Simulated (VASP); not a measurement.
# SiC (I-4m2) in VASP: further runs, part 2 of 2

VASP 6.6.1. Earlier steps stand in the parts before.

## (3) Single point, PBE (uniaxial z strain -2.0%)

INCAR reads:

```
SYSTEM = SiC
ALGO = Normal
EDIFF = 1E-6
ENCUT = 520
GGA = PE
ISIF = 2
ISMEAR = -1
LASPH = .True.
LCHARG = .False.
LREAL = .False.
LWAVE = .False.
NBANDS = 11
NELM = 80
PREC = Accurate
SIGMA = 0.02
```

KPOINTS reads:

```
k-points
0
Gamma
  10 10 10
  0 0 0
```

POSCAR reads:

```
SiC
1.0
    0.0000000000      2.1780523510      2.1344913040
    2.1780523510      0.0000000000      2.1344913040
    2.1780523510      2.1780523510      0.0000000000
Si C
1 1
Direct
    0.0000000000      0.0000000000      0.0000000000
    0.2500000000      0.2500000000      0.2500000000
```

Potentials or basis: VASP PAW PBE potentials, release 64 (Si, C).

Run with:

```console
$ cat potpaw_PBE.64/Si/POTCAR potpaw_PBE.64/C/POTCAR > POTCAR
$ mpirun -np 1 vasp_std > vasp.out
```

OUTCAR:

```text
SYSTEM = SiC
   EDIFF = 1E-6
   ENCUT = 520
   GGA = PE
   ISIF = 2
   ISMEAR = -1
   LASPH = .True.
   LREAL = .False.
   NELM = 80
   PREC = Accurate

 ion  position               nearest neighbor table
   1  0.000  0.000  0.000-   2 1.87   2 1.87   2 1.87   2 1.87
   2  0.250  0.250  0.250-   1 1.87   1 1.87   1 1.87   1 1.87

  LATTYP: Found a body centered tetragonal cell.
 ALAT       =     3.0802311743
 C/A-ratio  =     1.3859292911

  Lattice vectors:

 A1 = (   0.0000000000,  -2.1780523510,  -2.1344913040)
 A2 = (   0.0000000000,   2.1780523510,  -2.1344913040)
 A3 = (   2.1780523510,   0.0000000000,   2.1344913040)

Analysis of symmetry for initial positions (statically):
=====================================================================
 Subroutine PRICEL returns:
 Original cell was already a primitive cell.

 Routine SETGRP: Setting up the symmetry group for a
 body centered tetragonal supercell.

 Subroutine GETGRP returns: Found  8 space group operations
 (whereof  8 operations were pure point group operations)
 out of a pool of 16 trial point group operations.

The static configuration has the point symmetry D_2d.

Analysis of symmetry for dynamics (positions and initial velocities):
=====================================================================
 Subroutine PRICEL returns:
 Original cell was already a primitive cell.

 Routine SETGRP: Setting up the symmetry group for a
 body centered tetragonal supercell.

 Subroutine GETGRP returns: Found  8 space group operations
 (whereof  8 operations were pure point group operations)
 out of a pool of 16 trial point group operations.

The dynamic configuration has the point symmetry D_2d.

 Subroutine INISYM returns: Found  8 space group operations
 (whereof  8 operations are pure point group operations),
 and found     1 'primitive' translations

----------------------------------------------------------------------------------------

                                     Primitive cell

[... 112 lines left out ...]
  Fermi-wavevector in a.u.,A,eV,Ry     =   1.201207  2.269952 19.631820  1.442898
  Thomas-Fermi vector in A             =   2.337022
   LORBIT       =      0    0 simple, 1 ext, 2 COOP (PROOUT), +10 PAW based schemes
   GGA     = PE    functional components
   LHFCALC =     F    Hartree Fock is set to
   AEXX    =    0.0000 exact exchange contribution
   IVDW    =     0    specifies the selected vdW correction
   LEPSILON=     F    determine dielectric tensor
   LRPA    =     F    only Hartree local field effects (RPA)
 non-spin polarized calculation
  energy-cutoff  :      520.00
  volume of cell :       20.25
 maximum number of plane-waves:       560
   NGX = 11   NGY = 11   NGZ = 11

 number of electron       8.0000000 magnetization

 Free energy of the ion-electron system (eV)
  ---------------------------------------------------
  ext. energy  EPLUGINS =         0.00000000
  ---------------------------------------------------
  free energy    TOTEN  =       -15.03765455 eV

  energy without entropy =      -15.03765455  energy(sigma->0) =      -15.03765455

 E-fermi :   8.8394     XC(G=0): -11.4510

 val. band max:        8.4407474698   @ k =   0.0000   0.0000   0.0000
 cond. band min:       9.5659614729   @ k =   0.5000   0.5000   0.0000
 fundamental gap:      1.1252140031
 Fermi energy:         8.8394242568

 k-point     1 :       0.0000    0.0000    0.0000
  band No.  band energies     occupation
      1      -7.2224      2.00000
      2       8.3073      2.00000
      3       8.3073      2.00000
      4       8.4407      2.00000
      5      14.8350      0.00000
      6      15.7748      0.00000
      7      15.8288      0.00000
      8      15.8288      0.00000
      9      22.6731      0.00000
     10      23.2748      0.00000
     11      25.1690      0.00000
[... 309 lines left out ...]
 k-point    24 :       0.4000    0.3000    0.0000
  band No.  band energies     occupation
      1      -3.9515      2.00000
      2       2.8449      2.00000
      3       5.1060      2.00000
      4       5.5616      2.00000
      5      11.1609      0.00000
      6      13.8600      0.00000
      7      20.2354      0.00000
      8      20.4104      0.00000
      9      22.5245      0.00000
     10      26.5109      0.00000
     11      30.0170      0.00000

 [... further k-points ...]
[... 5 lines left out ...]
  --------------------------------------------------------------------------------------
  -------------------------------------------------------------------------------------
  Total        0.8291648      0.8291648      1.4588427      0.0000000      0.0000000     -0.0000000
  in kB       65.5979701     65.5979701    115.4138750      0.0000000      0.0000000     -0.0000000
  external PRESSURE =      82.2032717 kB  Pullay stress =       0.0000000 kB

 VOLUME and BASIS-vectors are now :
 -----------------------------------------------------------------------------
  energy-cutoff  :      520.00
  volume of cell :       20.25
      direct lattice vectors                 reciprocal lattice vectors
     0.000000000  2.178052351  2.134491304    -0.229562894  0.229562894  0.234247851
     2.178052351  0.000000000  2.134491304     0.229562894 -0.229562894  0.234247851
     2.178052351  2.178052351  0.000000000     0.229562894  0.229562894 -0.234247851

 POSITION                                       TOTAL-FORCE (eV/Angst)
 -----------------------------------------------------------------------------------
      0.00000      0.00000      0.00000         0.000000      0.000000      0.000000
      1.08903      1.08903      1.06725        -0.000000     -0.000000      0.000000
 -----------------------------------------------------------------------------------
    total drift:                                0.000000      0.000000     -0.000000

  FREE ENERGIE OF THE ION-ELECTRON SYSTEM (eV)
  ---------------------------------------------------
  free  energy   TOTEN  =       -15.0376545542 eV

  energy  without entropy=      -15.0376545542  energy(sigma->0) =      -15.03765455
```

OSZICAR:

```text
N       E                     dE             d eps       ncg     rms          rms(c)
DAV:   1     0.311300594106E+01    0.31130E+01   -0.39240E+03  2300   0.609E+02
DAV:   2    -0.163365187720E+02   -0.19450E+02   -0.18589E+02  2752   0.109E+02
DAV:   3    -0.169508278199E+02   -0.61431E+00   -0.61313E+00  2764   0.163E+01
DAV:   4    -0.169531230554E+02   -0.22952E-02   -0.22951E-02  2592   0.127E+00
DAV:   5    -0.169531328873E+02   -0.98320E-05   -0.98319E-05  2782   0.770E-02    0.904E+00
DAV:   6    -0.151016441964E+02    0.18515E+01   -0.65227E+00  2520   0.115E+01    0.403E+00
DAV:   7    -0.150453526261E+02    0.56292E-01   -0.41346E-01  2696   0.366E+00    0.182E+00
DAV:   8    -0.150374464685E+02    0.79062E-02   -0.20712E-02  2559   0.958E-01    0.171E-01
DAV:   9    -0.150375455159E+02   -0.99047E-04   -0.16126E-03  2826   0.230E-01    0.114E-01
DAV:  10    -0.150376520667E+02   -0.10655E-03   -0.22784E-04  2547   0.925E-02    0.264E-02
DAV:  11    -0.150376541630E+02   -0.20963E-05   -0.39541E-05  2727   0.331E-02    0.686E-03
DAV:  12    -0.150376545542E+02   -0.39116E-06   -0.18086E-06  2135   0.813E-03
   1 F= -.15037655E+02 E0= -.15037655E+02  d E =-.188100E-11
```

stdout:

```text
POSCAR found type information on POSCAR SiC
 POSCAR found :  2 types and       2 ions
 scaLAPACK will be used
 LDA part: xc-table for (Slater+PW92), standard interpolation
 POSCAR, INCAR and KPOINTS ok, starting setup
 FFT: planning ... GRIDC
 FFT: planning ... GRID_SOFT
 FFT: planning ... GRID
 WAVECAR not read
 entering main loop
```

Run time: 20 s. Hardware: 1 thread of Intel Xeon 8259CL, shared host; peak memory 0.15 GiB.

Results:

```
Free energy            : -15.0377 eV
Pressure               : 8.2 GPa
Band gap on the k mesh : 1.13 eV, indirect (least direct gap 4.54 eV)
```

Stress tensor (GPa, compression positive):
```
 6.56  0.00  0.00
 0.00  6.56  0.00
 0.00  0.00 11.54
```

Caveat: the cell differs from its parent crystal (uniaxial z strain -2.0%).

## (4) Single point, PBE (uniaxial z strain -1.0%)

INCAR reads:

```
PREC = Accurate
ENCUT = 520
EDIFF = 1E-6
ISMEAR = -1
SIGMA = 0.02
LREAL = False
LASPH = True
NELM = 80
ALGO = Normal
ISIF = 2
LWAVE = False
LCHARG = False
GGA = PE
NBANDS = 11
```

KPOINTS reads:

```
Automatic mesh
0
Gamma
  10 10 10
```

POSCAR reads:

```
SiC
1.0
    0.0000000000      2.1780523510      2.1562718275
    2.1780523510      0.0000000000      2.1562718275
    2.1780523510      2.1780523510      0.0000000000
Si C
1 1
Direct
    0.0000000000      0.0000000000      0.0000000000
    0.2500000000      0.2500000000      0.2500000000
```

Run with:

```console
$ cat potpaw_PBE.64/Si/POTCAR potpaw_PBE.64/C/POTCAR > POTCAR
$ mpirun -np 1 vasp_std > vasp.out
```

It took 21 s on 1 thread of Intel Xeon 8259CL, shared host; peak memory 0.15 GiB.

Results (log left out):

```yaml
Free_energy: -15.0500 eV
Pressure: 5.8 GPa
Band_gap_on_the_k_mesh: 1.24 eV, indirect (least direct gap 4.54 eV)
```

Stress tensor (GPa, compression positive):
```
4.97 0.00 0.00
0.00 4.97 0.00
0.00 0.00 7.50
```

Levels at points of the mesh, in eV from the valence-band top:
| k point | band 1 | band 2 | band 3 | band 4 | band 5 | band 6 | band 7 | band 8 |
| --- | --- | --- | --- | --- | --- | --- | --- | --- |
| (0.00, 0.00, 0.00) | -15.54 | -0.07 | -0.07 | 0.00 | 6.32 | 7.32 | 7.35 | 7.35 |
| (0.50, 0.00, 0.00) | -11.93 | -8.64 | -1.16 | -1.04 | 5.48 | 7.15 | 7.32 | 10.07 |
| (0.50, 0.50, 0.00) | -10.41 | -7.79 | -3.32 | -3.32 | 1.24 | 4.20 | 14.09 | 14.09 |
| (0.50, 0.00, 0.50) | -10.49 | -7.92 | -3.22 | -3.21 | 1.33 | 4.38 | 13.98 | 14.30 |

Caveat: the cell differs from its parent crystal (uniaxial z strain -1.0%). A k mesh can miss the band edges.

## (5) Single point, PBE (uniaxial z strain +1.0%)

INCAR reads:

```
  PREC = Accurate
  ENCUT = 520
  EDIFF = 1E-6
  ISMEAR = -1
  SIGMA = 0.02
  LREAL = F
  LASPH = T
  NELM = 80
  ALGO = Normal
  ISIF = 2
  LWAVE = F
  LCHARG = F
  GGA = PE
  NBANDS = 11
```

KPOINTS reads:

```
regular mesh
0
Gamma
  10 10 10
```

POSCAR reads:

```
SiC
1.0
    0.0000000000      2.1780523510      2.1998328745
    2.1780523510      0.0000000000      2.1998328745
    2.1780523510      2.1780523510      0.0000000000
Si C
1 1
Direct
    0.0000000000      0.0000000000      0.0000000000
    0.2500000000      0.2500000000      0.2500000000
```

Run with:

```console
$ cat potpaw_PBE.64/Si/POTCAR potpaw_PBE.64/C/POTCAR > POTCAR
$ mpirun -np 1 vasp_std > vasp.out
```

Run time: 21 s. Hardware: 1 thread of Intel Xeon 8259CL, shared host; peak memory 0.15 GiB.

It converged, with:

```
Free energy            : -15.0592 eV
Pressure               : 1.3 GPa
Band gap on the k mesh : 1.31 eV, indirect (least direct gap 4.52 eV)
```

Stress tensor (GPa, compression positive):
```
 2.16  0.00  0.00
 0.00  2.16  0.00
 0.00  0.00 -0.45
```

Levels at points of the mesh, in eV from the valence-band top:
```tsv
k point	band 2	band 3	band 4	band 5	band 6	band 7
(0.00, 0.00, 0.00)	-0.07	0.00	0.00	6.11	7.22	7.22
(0.50, 0.00, 0.00)	-8.51	-1.13	-1.01	5.32	7.11	7.24
(0.50, 0.50, 0.00)	-7.87	-3.12	-3.12	1.40	4.38	13.94
(0.50, 0.00, 0.50)	-7.75	-3.23	-3.22	1.31	4.21	13.74
```

Caveat: the cell differs from its parent crystal (uniaxial z strain +1.0%). A k mesh can miss the band edges.

## (6) Overview

```csv
cell,gap on the mesh (eV),pressure (GPa)
"a = 3.034, b = 3.034, c = 3.080 Å, angles 59.5, 59.5, 61.0°, 2 atoms",1.01,10.7
"a = 3.050, b = 3.050, c = 3.080 Å, angles 59.7, 59.7, 60.7°, 2 atoms",1.13,8.2
"a = 3.065, b = 3.065, c = 3.080 Å, angles 59.8, 59.8, 60.3°, 2 atoms",1.24,5.8
"a = 3.096, b = 3.096, c = 3.080 Å, angles 60.2, 60.2, 59.7°, 2 atoms",1.31,1.3
```

Alike in all rows: task single point; level PBE; potentials or basis VASP PAW PBE potentials, release 64 (Si, C); no spin polarisation; k mesh 10 × 10 × 10; cutoff (eV) 520; smearing fermi-dirac 0.02 eV.

Absolute energies hang on the potentials; compare differences alone.
